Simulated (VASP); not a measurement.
# Nb (P6_3/mmc) in VASP: further runs, part 3 of 3

VASP 6.6.1. The steps go on from the part before.

## 4. Single point, LDA

File INCAR:

```
PREC = Accurate
ENCUT = 520
EDIFF = 1E-6
ISMEAR = -1
SIGMA = 0.05
LREAL = F
LASPH = T
NELM = 60
ALGO = Normal
ISIF = 2
LWAVE = F
LCHARG = T
GGA = CA
LELF = T
LVHAR = T
NBANDS = 20
```

File KPOINTS:

```
regular mesh
0
Gamma
  15 15 8
```

File POSCAR:

```
Nb
1.0
    2.5741803560      0.0000000000      0.0000000000
   -1.2870901780      2.2293055822      0.0000000000
    0.0000000000      0.0000000000      4.6102593636
Nb
2
Direct
    0.3333333333      0.6666666667      0.2500000000
    0.6666666667      0.3333333333      0.7500000000
```

Potentials or basis: VASP PAW LDA potentials, release 64 (Nb_sv).

Run with:

```bash
$ cat potpaw_LDA.64/Nb_sv/POTCAR > POTCAR
$ mpirun -np 1 vasp_std > vasp.out
```

OUTCAR:

```text
PREC = Accurate
   ENCUT = 520
   EDIFF = 1E-6
   ISMEAR = -1
   LREAL = F
   LASPH = T
   NELM = 60
   ISIF = 2
   GGA = CA

 ion  position               nearest neighbor table
   1  0.333  0.667  0.250-   2 2.74   2 2.74   2 2.74   2 2.74   2 2.74   2 2.74
   2  0.667  0.333  0.750-   1 2.74   1 2.74   1 2.74   1 2.74   1 2.74   1 2.74

  LATTYP: Found a hexagonal cell.
 ALAT       =     2.5741803560
 C/A-ratio  =     1.7909620640

  Lattice vectors:

 A1 = (   2.5741803560,   0.0000000000,   0.0000000000)
 A2 = (  -1.2870901780,   2.2293055822,   0.0000000000)
 A3 = (   0.0000000000,   0.0000000000,   4.6102593636)

Analysis of symmetry for initial positions (statically):
=====================================================================
 Subroutine PRICEL returns:
 Original cell was already a primitive cell.

 Routine SETGRP: Setting up the symmetry group for a
 hexagonal supercell.

 Subroutine GETGRP returns: Found 24 space group operations
 (whereof 12 operations were pure point group operations)
 out of a pool of 24 trial point group operations.

The static configuration has the point symmetry D_3d.
 The point group associated with its full space group is D_6h.

Analysis of symmetry for dynamics (positions and initial velocities):
=====================================================================
 Subroutine PRICEL returns:
 Original cell was already a primitive cell.

 Routine SETGRP: Setting up the symmetry group for a
 hexagonal supercell.

 Subroutine GETGRP returns: Found 24 space group operations
 (whereof 12 operations were pure point group operations)
 out of a pool of 24 trial point group operations.

The dynamic configuration has the point symmetry D_3d.
 The point group associated with its full space group is D_6h.

 Subroutine INISYM returns: Found 24 space group operations
 (whereof 12 operations are pure point group operations),
[... 110 lines left out ...]
   EFERMI =   0.00;   METHOD = LEGACY
   ISMEAR =    -1;   SIGMA  =   0.05  broadening in eV -4-tet -1-fermi 0-gaus
   EFERMI_NEDOS =   21; number of points for ismear=-14 and -15
   IALGO  =     38    algorithm
   IMIX   =      4    mixing-type and parameters
     AMIX     =   0.40;   BMIX     =  1.00
     AMIX_MAG =   1.60;   BMIX_MAG =  1.00
  volume/ion in A,a.u.               =      13.23        89.27
  Fermi-wavevector in a.u.,A,eV,Ry     =   1.627626  3.075767 36.044100  2.649167
  Thomas-Fermi vector in A             =   2.720390
   LORBIT       =      0    0 simple, 1 ext, 2 COOP (PROOUT), +10 PAW based schemes
   GGA     = CA    functional components
   LHFCALC =     F    Hartree Fock is set to
   AEXX    =    0.0000 exact exchange contribution
   IVDW    =     0    specifies the selected vdW correction
   LEPSILON=     F    determine dielectric tensor
   LRPA    =     F    only Hartree local field effects (RPA)
 non-spin polarized calculation
  energy-cutoff  :      520.00
  volume of cell :       26.46
 maximum number of plane-waves:       726
 NGX is ok and might be reduce to    20

 number of electron      25.9999998 magnetization

 Free energy of the ion-electron system (eV)
  ---------------------------------------------------
  ext. energy  EPLUGINS =         0.00000000
  ---------------------------------------------------
  free energy    TOTEN  =       -19.95377650 eV

  energy without entropy =      -19.93840994  energy(sigma->0) =      -19.94609322

 E-fermi :  16.4488     XC(G=0): -14.3715

 val. band max:       16.4382791420   @ k =   0.2667   0.1333   0.0000
 cond. band min:      16.4592845092   @ k =   0.2000   0.0667   0.3750
 fundamental gap:      0.0210053672
 Fermi energy:        16.4488440519

 k-point     1 :       0.0000    0.0000    0.0000
  band No.  band energies     occupation
      1     -38.1838      2.00000
      2     -37.6399      2.00000
      3     -15.6635      2.00000
      4     -12.8194      2.00000
      5     -12.5298      2.00000
      6     -12.5298      2.00000
[... 541 lines left out ...]
     19      27.3692      0.00000
     20      29.1166      0.00000

 [... further k-points ...]

------------------------ aborting loop because EDIFF is reached ----------------------------------------

  FORCE on cell =-STRESS in cart. coord.  units (eV):
  Direction    XX          YY          ZZ          XY          YZ          ZX
  --------------------------------------------------------------------------------------
  -------------------------------------------------------------------------------------
  Total       14.4953504     14.4953504     14.4527924      0.0000000      0.0000000      0.0000000
  in kB      877.8197862    877.8197862    875.2425288      0.0000000      0.0000000      0.0000000
  external PRESSURE =     876.9607004 kB  Pullay stress =       0.0000000 kB

 VOLUME and BASIS-vectors are now :
 -----------------------------------------------------------------------------
  energy-cutoff  :      520.00
  volume of cell :       26.46
      direct lattice vectors                 reciprocal lattice vectors
     2.574180356  0.000000000  0.000000000     0.388473169  0.224285089  0.000000000
    -1.287090178  2.229305582  0.000000000     0.000000000  0.448570177  0.000000000
     0.000000000  0.000000000  4.610259364     0.000000000  0.000000000  0.216907536

 POSITION                                       TOTAL-FORCE (eV/Angst)
 -----------------------------------------------------------------------------------
     -0.00000      1.48620      1.15256         0.000000     -0.000000      0.000000
      1.28709      0.74310      3.45769        -0.000000      0.000000      0.000000
 -----------------------------------------------------------------------------------
    total drift:                               -0.000000      0.000000     -0.000000

  FREE ENERGIE OF THE ION-ELECTRON SYSTEM (eV)
  ---------------------------------------------------
  free  energy   TOTEN  =       -19.9537765004 eV

  energy  without entropy=      -19.9384099422  energy(sigma->0) =      -19.94609322
```

OSZICAR:

```text
N       E                     dE             d eps       ncg     rms          rms(c)
DAV:   1     0.342915014875E+03    0.34292E+03   -0.14823E+04  5432   0.144E+03
DAV:   2     0.683780107772E+01   -0.33608E+03   -0.32759E+03  5936   0.612E+02
DAV:   3    -0.190968153147E+02   -0.25935E+02   -0.24965E+02 10292   0.132E+02
DAV:   4    -0.202292423828E+02   -0.11324E+01   -0.11240E+01  7680   0.234E+01
DAV:   5    -0.202867534744E+02   -0.57511E-01   -0.57453E-01  9144   0.504E+00    0.165E+01
DAV:   6    -0.199394072802E+02    0.34735E+00   -0.76825E-01  8932   0.980E+00    0.700E+00
DAV:   7    -0.199357177717E+02    0.36895E-02   -0.40534E-01 10184   0.656E+00    0.145E+00
DAV:   8    -0.199532785494E+02   -0.17561E-01   -0.67536E-02  7084   0.264E+00    0.370E-01
DAV:   9    -0.199537332812E+02   -0.45473E-03   -0.84991E-03  8628   0.862E-01    0.163E-01
DAV:  10    -0.199537970723E+02   -0.63791E-04   -0.23242E-04  7752   0.161E-01    0.684E-02
DAV:  11    -0.199537762381E+02    0.20834E-04   -0.35614E-05  7892   0.846E-02    0.167E-02
DAV:  12    -0.199537765004E+02   -0.26224E-06   -0.37843E-06  5964   0.294E-02
   1 F= -.19953777E+02 E0= -.19946093E+02  d E =-.153666E-01
```

stdout:

```text
POSCAR found type information on POSCAR Nb
 POSCAR found :  1 types and       2 ions
 scaLAPACK will be used
 LDA part: xc-table for (Slater(with rela. corr.)+CA(PZ))
 , standard interpolation
 POSCAR, INCAR and KPOINTS ok, starting setup
 FFT: planning ... GRIDC
 FFT: planning ... GRID_SOFT
 FFT: planning ... GRID
 WAVECAR not read
 entering main loop
```

It took 1.9 min on 1 thread of AMD EPYC, shared host; peak memory 0.14 GiB.

Results:

```
Free energy            : -19.9538 eV
Pressure               : 87.7 GPa
Band gap on the k mesh : zero (band 13 reaches 19.16 eV, above the bottom of band 14 at 15.14 eV)
```

## 5. Single point, LDA

File INCAR:

```
PREC = Accurate
ENCUT = 520
EDIFF = 1E-7
ISMEAR = -1
SIGMA = 0.05
LREAL = False
LASPH = True
NELM = 60
ALGO = Normal
ISIF = 2
LWAVE = False
LCHARG = True
LELF = True
LVHAR = True
NBANDS = 20
```

File KPOINTS:

```
Automatic mesh
0
Gamma
  15 15 8
```

POSCAR is that of step 4.

Run with:

```bash
$ cat potpaw_LDA.64/Nb_sv/POTCAR > POTCAR
$ mpirun -np 1 vasp_std > vasp.out
```

Wall time 2 min (1 thread of AMD EPYC, shared host); peak memory 0.14 GiB.

It converged, with:

* Free energy: -19.9538 eV
* Pressure: 87.7 GPa
* Band gap on the k mesh: zero (band 13 reaches 19.16 eV, above the bottom of band 14 at 15.14 eV)

Stress tensor (GPa, compression positive):
```
87.80  0.00  0.00
 0.00 87.80  0.00
 0.00  0.00 87.53
```

Levels at points of the mesh, in eV from the Fermi level:
| k point | band 9 | band 10 | band 11 | band 12 | band 13 | band 14 | band 15 | band 16 | band 17 | band 18 |
| --- | --- | --- | --- | --- | --- | --- | --- | --- | --- | --- |
| (0.00, 0.00, 0.00) | -6.58 | -5.04 | -1.72 | -0.12 | -0.12 | 0.66 | 0.66 | 2.42 | 3.12 | 3.12 |
| (0.00, 0.00, 0.50) | -4.66 | -4.66 | -1.47 | -1.47 | -0.05 | -0.05 | -0.05 | -0.05 | 5.13 | 5.13 |

## 6. Single point, LDA

This run uses another cell than the first one, of 14.99 Å³/atom, 1.133 times its volume.

File INCAR:

```
SYSTEM = Nb
PREC = Accurate
ENCUT = 520
EDIFF = 1E-6
ISMEAR = -1
SIGMA = 0.05
LREAL = .FALSE.
LASPH = .TRUE.
NELM = 100
ALGO = Normal
ISIF = 2
LWAVE = .FALSE.
LCHARG = .FALSE.
NBANDS = 20
```

File KPOINTS:

```
Automatic mesh
0
G
  15 15 8
  0 0 0
```

File POSCAR:

```
Nb
1.0
    2.6733213121      0.0000000000      0.0000000000
   -1.3366606561      2.3151641687      0.0000000000
    0.0000000000      0.0000000000      4.8446080133
Nb
2
Direct
    0.3333333333      0.6666666667      0.2500000000
    0.6666666667      0.3333333333      0.7500000000
```

Potentials or basis: VASP PAW LDA potentials, release 64 (Nb_sv).

Run with:

```bash
$ cat potpaw_LDA.64/Nb_sv/POTCAR > POTCAR
$ mpirun -np 1 vasp_std > vasp.out
```

Run time: 1.9 min. Hardware: 1 thread of AMD EPYC, shared host; peak memory 0.14 GiB.

It converged, with:

```yaml
Free_energy: -21.3116 eV
Pressure: 39.3 GPa
Band_gap_on_the_k_mesh: zero (band 13 reaches 16.75 eV, above the bottom of band 14 at 13.16 eV)
```

Stress tensor (GPa, compression positive):
```
39.32  0.00  0.00
 0.00 39.32  0.00
 0.00  0.00 39.18
```

Levels at points of the mesh, in eV from the Fermi level:
```csv
k point,band 11,band 12,band 13,band 14,band 15,band 16
"(0.00, 0.00, 0.00)",-1.43,0.12,0.12,0.74,0.74,1.47
"(0.00, 0.00, 0.50)",-1.48,-1.48,0.19,0.19,0.19,0.19
```

## 7. Summary

```csv
task,cell,cutoff (eV),gap on the mesh (eV),pressure (GPa)
relaxation of shape and atoms at fixed volume,"relaxed from a = 2.554, b = 2.554, c = 4.684 Å, angles 90.0, 90.0, 120.0°, 2 atoms",600,none,87.8
relaxation of shape and atoms at fixed volume,"relaxed from a = 2.663, b = 2.663, c = 4.884 Å, angles 90.0, 90.0, 120.0°, 2 atoms",600,none,39.3
single point,"a = 2.574, b = 2.574, c = 4.610 Å, angles 90.0, 90.0, 120.0°, 2 atoms",520,none,87.7
single point,"a = 2.673, b = 2.673, c = 4.845 Å, angles 90.0, 90.0, 120.0°, 2 atoms",520,none,39.3
```

Alike in all rows: level LDA; potentials or basis VASP PAW LDA potentials, release 64 (Nb_sv); no spin polarisation; k mesh 15 × 15 × 8; smearing fermi-dirac 0.05 eV.

Absolute energies hang on the potentials; compare differences alone.
